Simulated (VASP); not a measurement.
Wanted: the native input for a VASP 6.6.1 run.

```
Task                   : single point
Functional             : LDA
Potentials or basis    : VASP PAW LDA potentials, release 64 (H)
Cutoff                 : 520 eV
k mesh                 : 6 × 6 × 6
Occupations            : gaussian, width 0.05 eV
Spin                   : no spin polarisation
Dipole correction      : no
Further INCAR settings : ALGO = Normal; EDIFF = 1e-07; NBANDS = 10
```

The structure of H lies in POSCAR:

```
H
1.0
    2.6234813799     -2.5669048168      0.0000000000
    2.6234813799      2.5669048168      0.0000000000
    0.0000000000      0.0000000000      4.1418180000
H
4
Direct
    0.8961196953     -0.0104715647      0.0685088900
    0.4532956300      0.5467043700      0.4314911100
    0.5467043700      0.4532956300      0.5685088900
    0.0467043700      0.9532956300      0.9314911100
```

This cell differs from its parent crystal: atom 1 (H) moved by (-0.300, +0.000) A along x and z.

One way to write it, as run:

INCAR

```
SYSTEM = H
PREC = Accurate ; ENCUT = 520
EDIFF = 1E-7 ; ISMEAR = 0
SIGMA = 0.05 ; LREAL = .False.
LASPH = .True. ; NELM = 100
ALGO = Normal ; ISIF = 2
LWAVE = .False. ; LCHARG = .False.
GGA = CA ; NBANDS = 10
```

KPOINTS

```
regular mesh
0
Gamma
  6 6 6
  0 0 0
```

Potentials or basis: VASP PAW LDA potentials, release 64 (H).

Launch:

```bash
$ cat potpaw_LDA.64/H/POTCAR > POTCAR
$ mpirun -np 1 vasp_std > vasp.out
```

Results of the run:

* Pressure: -0.8 GPa
* Largest force: 0.929 eV/Å
* Band gap on the k mesh: 8.03 eV, indirect (least direct gap 8.57 eV)

Caveat: the cell differs from its parent crystal (atom 1 (H) moved by (-0.300, +0.000) A along x and z).

Wall time 39 s on 1 thread of Intel(R) Xeon(R) Platinum 8488C (Sapphire Rapids), with other jobs on the host, peak memory 0.16 GiB.
